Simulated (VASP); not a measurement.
# Ta4Mo (Im-3m) in VASP: a series of runs, part 2 of 2

VASP 6.6.1. Earlier steps stand in the parts before.

### Step 4. Single point, PBE

This run uses another cell than the first one: it holds 10 atoms, not 5.

Input file INCAR:

```
SYSTEM = Ta4Mo
PREC = Accurate
ENCUT = 500
EDIFF = 1E-6
ISMEAR = 0
SIGMA = 0.2
LREAL = .False.
LASPH = .True.
NELM = 120
ALGO = Normal
ISIF = 2
LWAVE = .False.
LCHARG = .False.
GGA = PE
NBANDS = 69
GGA_COMPAT = .False.
```

Input file KPOINTS:

```
regular mesh
0
Gamma
  4 4 4
  0 0 0
```

Input file POSCAR:

```
Ta4Mo
1.0
   -3.0032295290      3.0032295290      3.0032295290
    3.0032295290     -3.0032295290      3.0032295290
    6.0064590581      6.0064590581      0.0000000000
Ta Mo
8 2
Direct
    0.7500000000      0.7500000000      0.2500000000
    0.2500000000      0.2500000000      0.7500000000
    0.0000000000      0.5000000000      1.0000000000
    0.5000000000      1.0000000000      0.5000000000
    0.5000000000      0.0000000000      0.0000000000
    1.0000000000      0.5000000000      0.5000000000
    0.2500000000      0.2500000000      0.2500000000
    0.7500000000      0.7500000000      0.7500000000
    0.5000000000      0.5000000000      0.5000000000
    0.0000000000      0.0000000000      0.0000000000
```

Potentials or basis: VASP PAW PBE potentials, release 64 (Ta_pv, Mo_sv).

On the command line:

```bash
> cat potpaw_PBE.64/Ta_pv/POTCAR potpaw_PBE.64/Mo_sv/POTCAR > POTCAR
> mpirun -np 1 vasp_std > vasp.out
```

OUTCAR:

```text
SYSTEM = Ta4Mo
   PREC = Accurate
   ENCUT = 500
   EDIFF = 1E-6
   ISMEAR = 0
   LREAL = .False.
   LASPH = .True.
   NELM = 120
   ISIF = 2
   GGA = PE

 ion  position               nearest neighbor table
   1  0.750  0.750  0.250-   9 2.60  10 2.60   7 3.00   7 3.00   3 3.00   4 3.00   5 3.00   6 3.00

   2  0.250  0.250  0.750-   9 2.60  10 2.60   8 3.00   8 3.00   3 3.00   4 3.00   5 3.00   6 3.00

   3  0.000  0.500  0.000-  10 2.60  10 2.60   5 3.00   5 3.00   8 3.00   2 3.00   1 3.00   7 3.00
[... 11 lines left out ...]
   9  0.500  0.500  0.500-   4 2.60   6 2.60   4 2.60   6 2.60   7 2.60   8 2.60   1 2.60   2 2.60

  10  0.000  0.000  0.000-   3 2.60   5 2.60   3 2.60   5 2.60   7 2.60   8 2.60   1 2.60   2 2.60

  LATTYP: Found a base centered orthorhombic cell.
 ALAT       =     6.0064590580
 B/A-ratio  =     1.4142135624
 C/A-ratio  =     1.4142135624

  Lattice vectors:

 A1 = (  -3.0032295290,   3.0032295290,   3.0032295290)
 A2 = (   3.0032295290,  -3.0032295290,   3.0032295290)
 A3 = (   6.0064590581,   6.0064590581,   0.0000000000)

Analysis of symmetry for initial positions (statically):
=====================================================================
 Subroutine PRICEL returns following result:

  LATTYP: Found a body centered cubic cell.
 ALAT       =     6.0064590580

  Lattice vectors:

 A1 = (  -3.0032295290,   3.0032295290,  -3.0032295290)
 A2 = (  -3.0032295291,  -3.0032295291,   3.0032295290)
 A3 = (   3.0032295291,   3.0032295291,   3.0032295290)

   2 primitive cells build up your supercell.

 Routine SETGRP: Setting up the symmetry group for a
 base centered orthorhombic supercell.

 Subroutine GETGRP returns: Found  8 space group operations
 (whereof  8 operations were pure point group operations)
[... 150 lines left out ...]
  Fermi-wavevector in a.u.,A,eV,Ry     =   1.329257  2.511932 24.040465  1.766924
  Thomas-Fermi vector in A             =   2.458433
   LORBIT       =      0    0 simple, 1 ext, 2 COOP (PROOUT), +10 PAW based schemes
   GGA     = PE    functional components
   LHFCALC =     F    Hartree Fock is set to
   AEXX    =    0.0000 exact exchange contribution
   IVDW    =     0    specifies the selected vdW correction
   LEPSILON=     F    determine dielectric tensor
   LRPA    =     F    only Hartree local field effects (RPA)
 non-spin polarized calculation
 Gauss-broadening in eV      SIGMA  =   0.20
  energy-cutoff  :      500.00
  volume of cell :      216.70
 maximum number of plane-waves:      5529
 NGX is ok and might be reduce to    40

 number of electron     116.0000016 magnetization

 Free energy of the ion-electron system (eV)
  ---------------------------------------------------
  ext. energy  EPLUGINS =         0.00000000
  ---------------------------------------------------
  free energy    TOTEN  =      -104.55781587 eV

  energy without entropy =     -104.28689645  energy(sigma->0) =     -104.42235616

 E-fermi :   4.9493     XC(G=0): -11.4648

 val. band max:        4.9414215237   @ k =   0.2500   0.2500   0.0000
 cond. band min:       4.9524703943   @ k =   0.2500   0.2500   0.2500
 fundamental gap:      0.0110488705
 Fermi energy:         4.9492976059

 k-point     1 :       0.0000    0.0000    0.0000
  band No.  band energies     occupation
      1     -54.9430      2.00000
      2     -54.9406      2.00000
      3     -30.2964      2.00000
      4     -30.2963      2.00000
      5     -30.2955      2.00000
      6     -30.2553      2.00000
[... 1501 lines left out ...]
     68       6.9941      0.00000
     69       7.0024      0.00000

------------------------ aborting loop because EDIFF is reached ----------------------------------------

  FORCE on cell =-STRESS in cart. coord.  units (eV):
  Direction    XX          YY          ZZ          XY          YZ          ZX
  --------------------------------------------------------------------------------------
  -------------------------------------------------------------------------------------
  Total        0.8119628      0.8119628      1.1712491     -0.3082616      0.0000000      0.0000000
  in kB        6.0033155      6.0033155      8.6597284     -2.2791581      0.0000000      0.0000000
  external PRESSURE =       6.8887865 kB  Pullay stress =       0.0000000 kB

 VOLUME and BASIS-vectors are now :
 -----------------------------------------------------------------------------
  energy-cutoff  :      500.00
  volume of cell :      216.70
      direct lattice vectors                 reciprocal lattice vectors
    -3.003229529  3.003229529  3.003229529    -0.083243721  0.083243721  0.166487441
     3.003229529 -3.003229529  3.003229529     0.083243721 -0.083243721  0.166487441
     6.006459058  6.006459058  0.000000000     0.083243721  0.083243721  0.000000000

 POSITION                                       TOTAL-FORCE (eV/Angst)
 -----------------------------------------------------------------------------------
      1.50161      1.50161      4.50484        -0.000000     -0.000000     -0.000000
      4.50484      4.50484      1.50161        -0.000000      0.000000      0.000000
      1.50161     -1.50161      1.50161         0.000000      0.000000     -0.000000
      1.50161      4.50484      1.50161         0.000000     -0.000000     -0.000000
     -1.50161      1.50161      1.50161         0.000000      0.000000     -0.000000
      4.50484      1.50161      1.50161         0.000000      0.000000     -0.000000
      1.50161      1.50161      1.50161        -0.000000     -0.000000     -0.000000
      4.50484      4.50484      4.50484         0.000000     -0.000000     -0.000000
      3.00323      3.00323      3.00323         0.000000      0.000000      0.000000
      0.00000      0.00000      0.00000         0.000000      0.000000      0.000000
 -----------------------------------------------------------------------------------
    total drift:                               -0.000000     -0.000000      0.000000

  FREE ENERGIE OF THE ION-ELECTRON SYSTEM (eV)
  ---------------------------------------------------
  free  energy   TOTEN  =      -104.5578158650 eV

  energy  without entropy=     -104.2868964498  energy(sigma->0) =     -104.42235616
```

OSZICAR:

```text
N       E                     dE             d eps       ncg     rms          rms(c)
DAV:   1     0.128113401117E+04    0.12811E+04   -0.63698E+04  2906   0.166E+03
DAV:   2    -0.410349693805E+02   -0.13222E+04   -0.12897E+04  3139   0.516E+02
DAV:   3    -0.108845285632E+03   -0.67810E+02   -0.65198E+02  3775   0.101E+02
DAV:   4    -0.111153749538E+03   -0.23085E+01   -0.22395E+01  3604   0.156E+01
DAV:   5    -0.111235592110E+03   -0.81843E-01   -0.81413E-01  3780   0.248E+00    0.368E+01
DAV:   6    -0.107453599813E+03    0.37820E+01   -0.46076E+01  3623   0.256E+01    0.279E+01
DAV:   7    -0.105494273958E+03    0.19593E+01   -0.26212E+01  3332   0.163E+01    0.105E+01
DAV:   8    -0.104547565240E+03    0.94671E+00   -0.45418E+00  3818   0.899E+00    0.215E+00
DAV:   9    -0.104568215205E+03   -0.20650E-01   -0.30333E-01  3788   0.273E+00    0.149E+00
DAV:  10    -0.104559636402E+03    0.85788E-02   -0.10381E-01  3863   0.175E+00    0.540E-01
DAV:  11    -0.104557955034E+03    0.16814E-02   -0.12636E-02  3804   0.646E-01    0.142E-01
DAV:  12    -0.104557864740E+03    0.90294E-04   -0.13857E-03  3919   0.170E-01    0.102E-01
DAV:  13    -0.104557819041E+03    0.45699E-04   -0.18583E-04  3788   0.709E-02    0.284E-02
DAV:  14    -0.104557816531E+03    0.25097E-05   -0.26163E-05  3231   0.248E-02    0.127E-02
DAV:  15    -0.104557815865E+03    0.66612E-06   -0.80310E-06  3084   0.139E-02
   1 F= -.10455782E+03 E0= -.10442236E+03  d E =-.270919E+00
```

Run time: 15 min. Hardware: 1 thread of Intel Xeon 8259CL, shared host; peak memory 0.45 GiB.

The run converged, but its numbers aren't listed here, since they failed a check.

Caveat: the result breaks the symmetry of the cell; spin-orbit coupling is left out, which moves the levels of the heavy elements.
